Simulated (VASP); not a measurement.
BeS: electric field gradients with PBE

The system is BeS.

```
CELL_PARAMETERS angstrom
0.00000 2.42500 2.42500
2.42500 0.00000 2.42500
2.42500 2.42500 0.00000
ATOMIC_POSITIONS crystal
Be 0.00000 0.00000 0.00000
S 0.75000 0.75000 0.75000
```

```json
{"Program": "VASP 6.6.1", "Task": "electric field gradients", "Functional": "PBE", "Potentials or basis": "VASP PAW PBE potentials, release 64 (Be, S)", "Cutoff": "520 eV", "k mesh": "3 × 3 × 3", "Occupations": "fermi-dirac, width 0.02 eV", "Spin": "no spin polarisation", "Dipole correction": "no", "Further INCAR settings": "ALGO = Normal; EDIFF = 1e-08; NBANDS = 11"}
```

- Pressure: 3.8 GPa
- Band gap on the k mesh: 3.79 eV, indirect (least direct gap 5.62 eV)

Levels at points of the mesh, in eV from the valence-band top:
| k point | band 1 | band 2 | band 3 | band 4 | band 5 | band 6 | band 7 | band 8 |
| --- | --- | --- | --- | --- | --- | --- | --- | --- |
| (0.00, 0.00, 0.00) | -13.70 | 0.00 | 0.00 | 0.00 | 5.62 | 5.62 | 5.62 | 5.87 |

It took 3.5 s on 1 thread of Intel(R) Xeon(R) Platinum 8488C (Sapphire Rapids), on a shared host, peak memory 0.14 GiB.

Caveat: the k points lie up to 0.75 Å⁻¹ apart; without QUAD_EFG the Cq values of the log hold for a quadrupole moment of 1 mb, not for the nuclei. A k mesh can miss the band edges.
